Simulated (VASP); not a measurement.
# Ni (Fm-3m) in VASP: a series of runs

Ni is run at these levels: PBE; tasks: single point.

All numbers are computed with VASP 6.6.1; they aren't measurements. Logs are shortened: lines on timing, memory, paths and dates and some standing lists are left out, and cuts for length are marked.

### 1 The cell of the first run

It takes space group Fm-3m (No. 225, cubic). Conventional cell: a = 3.534 Å, b = 3.534 Å, c = 3.534 Å, α = 90.00°, β = 90.00°, γ = 90.00°. Ni (site symmetry m-3m) has 12 Ni at 2.50 Å within 3.3 Å.

### 2 Single point, PBE, collinear spin, ferromagnetic start

The input, INCAR:

```
SYSTEM = Ni
ALGO = Normal
EDIFF = 1E-7
ENCUT = 520
GGA = PE
ISIF = 2
ISMEAR = -1
ISPIN = 2
LASPH = .True.
LCHARG = .False.
LMAXMIX = 4
LORBIT = 11
LREAL = .False.
LWAVE = .False.
MAGMOM = 0.73
NBANDS = 15
NELM = 150
NUPDOWN = 0.73
PREC = Accurate
SIGMA = 0.1
```

The input, KPOINTS:

```
k-points
0
Gamma
  12 12 12
  0 0 0
```

The input, POSCAR:

```
Ni
1.0
    0.0000000000      1.7668500000      1.7668500000
    1.7668500000      0.0000000000      1.7668500000
    1.7668500000      1.7668500000      0.0000000000
Ni
1
Direct
    0.0000000000      0.0000000000      0.0000000000
```

Potentials or basis: VASP PAW PBE potentials, release 64 (Ni).

Command:

```bash
cat potpaw_PBE.64/Ni/POTCAR > POTCAR
mpirun -np 1 vasp_std > vasp.out
```

OUTCAR:

```text
SYSTEM = Ni
   EDIFF = 1E-7
   ENCUT = 520
   GGA = PE
   ISIF = 2
   ISMEAR = -1
   ISPIN = 2
   LASPH = .True.
   LORBIT = 11
   LREAL = .False.
   NELM = 150
   NUPDOWN = 0.73
   PREC = Accurate

 ion  position               nearest neighbor table
   1  0.000  0.000  0.000-

  LATTYP: Found a face centered cubic cell.
 ALAT       =     3.5337000000

  Lattice vectors:

 A1 = (   0.0000000000,   1.7668500000,   1.7668500000)
 A2 = (   1.7668500000,   0.0000000000,   1.7668500000)
 A3 = (   1.7668500000,   1.7668500000,   0.0000000000)

Analysis of symmetry for initial positions (statically):
=====================================================================
 Subroutine PRICEL returns:
 Original cell was already a primitive cell.

 Routine SETGRP: Setting up the symmetry group for a
 face centered cubic supercell.

 Subroutine GETGRP returns: Found 48 space group operations
 (whereof 48 operations were pure point group operations)
 out of a pool of 48 trial point group operations.

The static configuration has the point symmetry O_h .

Analysis of symmetry for dynamics (positions and initial velocities):
=====================================================================
 Subroutine PRICEL returns:
 Original cell was already a primitive cell.

 Routine SETGRP: Setting up the symmetry group for a
 face centered cubic supercell.

 Subroutine GETGRP returns: Found 48 space group operations
 (whereof 48 operations were pure point group operations)
 out of a pool of 48 trial point group operations.

The dynamic configuration has the point symmetry O_h .

Analysis of structural, dynamic, and magnetic symmetry:
=====================================================================
 Subroutine PRICEL returns:
 Original cell was already a primitive cell.

 Routine SETGRP: Setting up the symmetry group for a
 face centered cubic supercell.

 Subroutine GETGRP returns: Found 48 space group operations
 (whereof 48 operations were pure point group operations)
 out of a pool of 48 trial point group operations.

The overall configuration has the point symmetry O_h .

 Subroutine INISYM returns: Found 48 space group operations
 (whereof 48 operations are pure point group operations),
 and found     1 'primitive' translations

----------------------------------------------------------------------------------------

                                     Primitive cell

  volume of cell :      11.0314

  direct lattice vectors                    reciprocal lattice vectors
     0.000000000  1.766850000  1.766850000    -0.282989501  0.282989501  0.282989501
[... 115 lines left out ...]
 spin polarized calculation
  energy-cutoff  :      520.00
  volume of cell :       11.03
 maximum number of plane-waves:       310
   NGX =  9   NGY =  9   NGZ =  9

 number of electron      10.0000010 magnetization       0.7300001

 Free energy of the ion-electron system (eV)
  ---------------------------------------------------
  ext. energy  EPLUGINS =         0.00000000
  ---------------------------------------------------
  free energy    TOTEN  =        -5.49237049 eV

  energy without entropy =       -5.44193127  energy(sigma->0) =       -5.46715088

 E-fermi :   9.1587     XC(G=0): -13.1774

 val. band max:        9.2281603813   @ k =   0.4167   0.1667   0.0000
 cond. band min:       9.1686661779   @ k =   0.5000   0.4167   0.0000
 fundamental gap:     -0.0594942034
 Fermi energy:         9.3920167004

 spin component 1

 k-point     1 :       0.0000    0.0000    0.0000
  band No.  band energies     occupation
      1       0.2571      1.00000
      2       6.7155      1.00000
      3       6.7155      1.00000
      4       6.7155      1.00000
      5       7.8527      1.00000
      6       7.8527      1.00000
      7      32.7862      0.00000
      8      36.5255      0.00000
      9      36.5255      0.00000
     10      36.5255      0.00000
     11      39.4133      0.00000
     12      39.4133      0.00000
     13      39.4133      0.00000
     14      42.4305      0.00000
[... 403 lines left out ...]
      4       7.0956      1.00000
      5       8.3637      0.99997
      6      11.3030      0.00000
      7      15.2068      0.00000
      8      25.7528      0.00000
      9      30.4738      0.00000
     10      31.7207      0.00000
     11      40.7958      0.00000
     12      41.3071      0.00000
     13      48.1580      0.00000
     14      50.8335      0.00000
     15      52.0573      0.00000

 [... further k-points ...]

 spin component 2

 k-point     1 :       0.0000    0.0000    0.0000
  band No.  band energies     occupation
      1       0.2420      1.00000
      2       7.5598      1.00000
      3       7.5598      1.00000
      4       7.5598      1.00000
      5       8.5568      0.99757
      6       8.5568      0.99757
      7      32.6288      0.00000
      8      36.5365      0.00000
      9      36.5365      0.00000
     10      36.5365      0.00000
     11      39.5444      0.00000
     12      39.5444      0.00000
     13      39.5444      0.00000
     14      42.3128      0.00000
[... 403 lines left out ...]
      4       7.8156      1.00000
      5       9.2368      0.31407
      6      11.6726      0.00000
      7      15.6126      0.00000
      8      25.8565      0.00000
      9      30.5805      0.00000
     10      31.7421      0.00000
     11      40.8640      0.00000
     12      41.3031      0.00000
     13      48.2842      0.00000
     14      50.9963      0.00000
     15      52.1719      0.00000

 [... further k-points ...]
[... 5 lines left out ...]
  --------------------------------------------------------------------------------------
  -------------------------------------------------------------------------------------
  Total       -0.1016100     -0.1016100     -0.1016100      0.0000000      0.0000000      0.0000000
  in kB      -14.7576755    -14.7576755    -14.7576755      0.0000000      0.0000000      0.0000000
  external PRESSURE =     -14.7576755 kB  Pullay stress =       0.0000000 kB

 VOLUME and BASIS-vectors are now :
 -----------------------------------------------------------------------------
  energy-cutoff  :      520.00
  volume of cell :       11.03
      direct lattice vectors                 reciprocal lattice vectors
     0.000000000  1.766850000  1.766850000    -0.282989501  0.282989501  0.282989501
     1.766850000  0.000000000  1.766850000     0.282989501 -0.282989501  0.282989501
     1.766850000  1.766850000  0.000000000     0.282989501  0.282989501 -0.282989501

 POSITION                                       TOTAL-FORCE (eV/Angst)
 -----------------------------------------------------------------------------------
      0.00000      0.00000      0.00000         0.000000      0.000000      0.000000
 -----------------------------------------------------------------------------------
    total drift:                                0.000000     -0.000000     -0.000000

  FREE ENERGIE OF THE ION-ELECTRON SYSTEM (eV)
  ---------------------------------------------------
  free  energy   TOTEN  =        -5.4923704929 eV

  energy  without entropy=       -5.4419312683  energy(sigma->0) =       -5.46715088

 total charge

# of ion       s       p       d       tot
------------------------------------------
    1        0.495   0.490   8.299   9.284

 magnetization (x)

# of ion       s       p       d       tot
------------------------------------------
    1       -0.003  -0.022   0.766   0.741
```

OSZICAR:

```text
N       E                     dE             d eps       ncg     rms          rms(c)
DAV:   1     0.334570876004E+02    0.33457E+02   -0.41512E+03  4540   0.857E+02
DAV:   2    -0.504096923426E+01   -0.38498E+02   -0.35748E+02  4866   0.164E+02
DAV:   3    -0.651669404867E+01   -0.14757E+01   -0.14622E+01  5237   0.311E+01
DAV:   4    -0.652589086642E+01   -0.91968E-02   -0.91953E-02  5294   0.234E+00
DAV:   5    -0.652601064792E+01   -0.11978E-03   -0.11978E-03  5373   0.241E-01    0.986E+00
DAV:   6    -0.583222232473E+01    0.69379E+00   -0.13723E+01  6238   0.406E+01    0.593E+00
DAV:   7    -0.550855897897E+01    0.32366E+00   -0.22099E+00  5680   0.150E+01    0.193E+00
DAV:   8    -0.549568747701E+01    0.12872E-01   -0.18403E-02  5139   0.828E-01    0.103E+00
DAV:   9    -0.549289414277E+01    0.27933E-02   -0.20657E-03  6887   0.292E-01    0.252E-01
DAV:  10    -0.549236681549E+01    0.52733E-03   -0.13435E-03  6382   0.218E-01    0.642E-02
DAV:  11    -0.549236953702E+01   -0.27215E-05   -0.19096E-05  5137   0.447E-02    0.268E-02
DAV:  12    -0.549237005907E+01   -0.52205E-06   -0.23101E-06  6097   0.147E-02    0.674E-03
DAV:  13    -0.549237044862E+01   -0.38956E-06   -0.43928E-07  5258   0.750E-03    0.792E-04
DAV:  14    -0.549237049289E+01   -0.44265E-07   -0.48432E-09  3896   0.571E-04
   1 F= -.54923705E+01 E0= -.54671509E+01  d E =-.504392E-01  mag=     0.7300
```

It took 23 s on 1 thread of Intel Xeon Platinum 8259CL at 2.50GHz (Skylake/Cascade Lake), shared host; peak memory 0.14 GiB.

Results:

* Free energy: -5.4924 eV
* Pressure: -1.5 GPa
* Net moment: 0.73 μB per cell
* Site moments: Ni +0.74 μB
* Valence electrons inside the program's atomic spheres: Ni 9.28

Caveat: the total moment is fixed, so each spin has its own Fermi level.

### 3 Single point, PBE, collinear spin, ferromagnetic start

The input, INCAR:

```
SYSTEM = Ni
PREC     = Accurate       ! precision mode
ENCUT    = 520            ! plane-wave cutoff, eV
EDIFF    = 1E-6           ! SCF threshold, eV
ISMEAR   = -1             ! smearing method
SIGMA    = 0.1            ! smearing width, eV
LREAL    = .False.        ! projectors in reciprocal space
LASPH    = .True.         ! aspherical terms in the spheres
NELM     = 150            ! most SCF steps
ALGO     = Normal         ! electronic algorithm
ISIF     = 2              ! what is computed and relaxed
LWAVE    = .False.        ! write WAVECAR
LCHARG   = .False.        ! write CHGCAR
ISPIN    = 2              ! spin polarisation
MAGMOM   = 1.21           ! initial moments
LORBIT   = 11             ! projections on sites
NUPDOWN  = 1.21           ! fixed moment
LMAXMIX  = 4              ! l up to which the mixer works
GGA      = PE             ! functional
NBANDS   = 15             ! bands
```

The input, KPOINTS:

```
regular mesh
0
Gamma
  12 12 12
  0 0 0
```

POSCAR is that of step 2.

Potentials or basis: VASP PAW PBE potentials, release 64 (Ni).

Command:

```bash
cat potpaw_PBE.64/Ni/POTCAR > POTCAR
mpirun -np 1 vasp_std > vasp.out
```

Wall time 22 s (1 thread of Intel Xeon Platinum 8259CL at 2.50GHz (Skylake/Cascade Lake), shared host); peak memory 0.14 GiB.

It converged, with:

* Free energy: -5.2452 eV
* Pressure: 3.9 GPa
* Net moment: 1.21 μB per cell
* Site moments: Ni +1.18 μB
* Valence electrons inside the program's atomic spheres: Ni 9.26

Caveat: the total moment is fixed, so each spin has its own Fermi level.

### 4 Single point, PBE, collinear spin, ferromagnetic start

The input, INCAR:

```
PREC = Accurate
ENCUT = 520
EDIFF = 1E-6
ISMEAR = -1
SIGMA = 0.1
LREAL = F
LASPH = T
NELM = 150
ALGO = Normal
ISIF = 2
LWAVE = F
LCHARG = F
ISPIN = 2
MAGMOM = 1.69
LORBIT = 11
NUPDOWN = 1.69
LMAXMIX = 4
GGA = PE
NBANDS = 15
```

The input, KPOINTS:

```
Automatic mesh
0
Gamma
  12 12 12
```

POSCAR is that of step 3.

Potentials or basis: VASP PAW PBE potentials, release 64 (Ni).

Command:

```bash
cat potpaw_PBE.64/Ni/POTCAR > POTCAR
mpirun -np 1 vasp_std > vasp.out
```

OUTCAR:

```text
PREC = Accurate
   ENCUT = 520
   EDIFF = 1E-6
   ISMEAR = -1
   LREAL = F
   LASPH = T
   NELM = 150
   ISIF = 2
   ISPIN = 2
   LORBIT = 11
   NUPDOWN = 1.69
   GGA = PE

 ion  position               nearest neighbor table
   1  0.000  0.000  0.000-

  LATTYP: Found a face centered cubic cell.
 ALAT       =     3.5337000000

  Lattice vectors:

 A1 = (   0.0000000000,   1.7668500000,   1.7668500000)
 A2 = (   1.7668500000,   0.0000000000,   1.7668500000)
[... 1071 lines left out ...]
  -------------------------------------------------------------------------------------
  Total        0.9415019      0.9415019      0.9415019     -0.0000000      0.0000000     -0.0000000
  in kB      136.7422579    136.7422579    136.7422579     -0.0000000      0.0000000     -0.0000000
  external PRESSURE =     136.7422579 kB  Pullay stress =       0.0000000 kB

 VOLUME and BASIS-vectors are now :
 -----------------------------------------------------------------------------
  energy-cutoff  :      520.00
  volume of cell :       11.03
      direct lattice vectors                 reciprocal lattice vectors
     0.000000000  1.766850000  1.766850000    -0.282989501  0.282989501  0.282989501
     1.766850000  0.000000000  1.766850000     0.282989501 -0.282989501  0.282989501
     1.766850000  1.766850000  0.000000000     0.282989501  0.282989501 -0.282989501

 POSITION                                       TOTAL-FORCE (eV/Angst)
 -----------------------------------------------------------------------------------
      0.00000      0.00000      0.00000         0.000000      0.000000      0.000000
 -----------------------------------------------------------------------------------
    total drift:                                0.000000      0.000000      0.000000

  FREE ENERGIE OF THE ION-ELECTRON SYSTEM (eV)
  ---------------------------------------------------
  free  energy   TOTEN  =        -4.5449366035 eV

  energy  without entropy=       -4.4991655177  energy(sigma->0) =       -4.52205106

 total charge

# of ion       s       p       d       tot
------------------------------------------
    1        0.526   0.602   8.109   9.236

 magnetization (x)

# of ion       s       p       d       tot
------------------------------------------
    1        0.049   0.151   1.404   1.604
```

Wall time 22 s (1 thread of Intel Xeon Platinum 8259CL at 2.50GHz (Skylake/Cascade Lake), shared host); peak memory 0.14 GiB.

Results:

```yaml
Free_energy: -4.5449 eV
Pressure: 13.7 GPa
Net_moment: 1.69 μB per cell
Site_moments: Ni +1.60 μB
Valence_electrons_inside_the_program's_atomic_spheres: Ni 9.24
```

Caveat: the total moment is fixed, so each spin has its own Fermi level.

### 5 Single point, PBE, collinear spin, ferromagnetic start

The input, INCAR:

```
PREC     = Accurate       # precision mode
ENCUT    = 520            # plane-wave cutoff, eV
EDIFF    = 1E-7           # SCF threshold, eV
ISMEAR   = -1             # smearing method
SIGMA    = 0.1            # smearing width, eV
LREAL    = F              # projectors in reciprocal space
LASPH    = T              # aspherical terms in the spheres
NELM     = 150            # most SCF steps
ALGO     = Normal         # electronic algorithm
ISIF     = 2              # what is computed and relaxed
LWAVE    = F              # write WAVECAR
LCHARG   = F              # write CHGCAR
ISPIN    = 2              # spin polarisation
MAGMOM   = 0.2            # initial moments
LORBIT   = 11             # projections on sites
LMAXMIX  = 4              # l up to which the mixer works
GGA      = PE             # functional
NBANDS   = 15             # bands
```

The input, KPOINTS:

```
regular mesh
0
Gamma
  12 12 12
```

POSCAR is that of step 4.

Command:

```bash
cat potpaw_PBE.64/Ni/POTCAR > POTCAR
mpirun -np 1 vasp_std > vasp.out
```

Wall time 25 s (1 thread of Intel Xeon Platinum 8259CL at 2.50GHz (Skylake/Cascade Lake), shared host); peak memory 0.14 GiB.

The run converged. Its results:

- Free energy: -5.4968 eV
- Pressure: -2.0 GPa
- Net moment: 0.64 μB per cell
- Site moments: Ni +0.65 μB
- Valence electrons inside the program's atomic spheres: Ni 9.29

Levels at points of the mesh, in eV from the Fermi level:
Spin up:
| k point | band 1 | band 2 | band 3 | band 4 | band 5 | band 6 | band 7 | band 8 | band 9 | band 10 |
| --- | --- | --- | --- | --- | --- | --- | --- | --- | --- | --- |
| (0.00, 0.00, 0.00) | -8.90 | -2.38 | -2.38 | -2.38 | -1.24 | -1.24 | 23.62 | 27.37 | 27.37 | 27.37 |
| (0.50, 0.00, 0.00) | -4.74 | -2.37 | -2.37 | -0.60 | -0.60 | -0.25 | 5.58 | 22.12 | 24.45 | 24.45 |
| (0.50, 0.50, 0.00) | -4.56 | -4.11 | -0.55 | -0.46 | -0.46 | 2.46 | 9.11 | 14.71 | 14.71 | 19.57 |
Spin down:
```
           k point  band 2  band 3  band 4  band 5  band 6  band 7
(0.00, 0.00, 0.00)   -1.63   -1.63   -1.63   -0.63   -0.63   23.46
(0.50, 0.00, 0.00)   -1.74   -1.74   -0.31    0.17    0.17    6.00
(0.50, 0.50, 0.00)   -3.49    0.09    0.40    0.40    2.41    9.36
```

### 6 Overview

| fixed moment (μB) | pressure (GPa) | moment (μB) |
| --- | --- | --- |
| 0.73 | -1.5 | 0.73 |
| 1.21 | 3.9 | 1.21 |
| 1.69 | 13.7 | 1.69 |
| - | -2.0 | 0.64 |

Alike in all rows: task single point; level PBE; potentials or basis VASP PAW PBE potentials, release 64 (Ni); spin collinear, ferromagnetic start; cell as given; k mesh 12 × 12 × 12; cutoff (eV) 520; smearing fermi-dirac 0.1 eV.

Caveats: the total moment is fixed, so each spin has its own Fermi level (some runs).

Absolute energies hang on the potentials; compare differences alone.
